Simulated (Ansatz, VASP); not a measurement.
One calculation of HfC, two programs

```
Hf C
1.0
     0.00000    2.39475    2.25525
     2.39475    0.00000    2.25525
     2.39475    2.39475    0.00000
Hf C
1 1
Direct
  0.50000 0.50000 0.50000
  0.00000 0.00000 0.00000
```

Change from the starting cell: strain +0.030 along x and y, -0.030 along z, atoms carried along.

Alike in both runs: task single point; functional PBE; k mesh 18 × 18 × 18; occupations gaussian, width 0.15 eV; no spin polarisation.

|  | VASP | Ansatz |
| --- | --- | --- |
| version | VASP 6.6.1 | Ansatz 0.2.0 |
| potentials or method | VASP PAW PBE potentials, release 64 (Hf_pv, C), cutoff 520 eV | scalar-relativistic, plane waves, PAW |
| valence electrons in the cell | 14 | 30 |

|  | VASP | Ansatz | Ansatz less VASP |
| --- | --- | --- | --- |
| gap on the k mesh at the Fermi level (eV) | none | none | - |
| pressure (GPa) | -5.3 | -4.6 | +0.70 |
| traceless stress, the component that is largest in VASP (GPa) | 15.63 | 15.48 | -0.144 |

A gap of «none» marks a metal or a gap that the smearing closes. With one functional, cell and mesh, what is left measures potentials, basis and numerics. VASP's potentials hold 14 valence electrons a cell and Ansatz's 30, so a difference there can come from the potentials and not from the codes.

Spin-orbit coupling is off throughout.
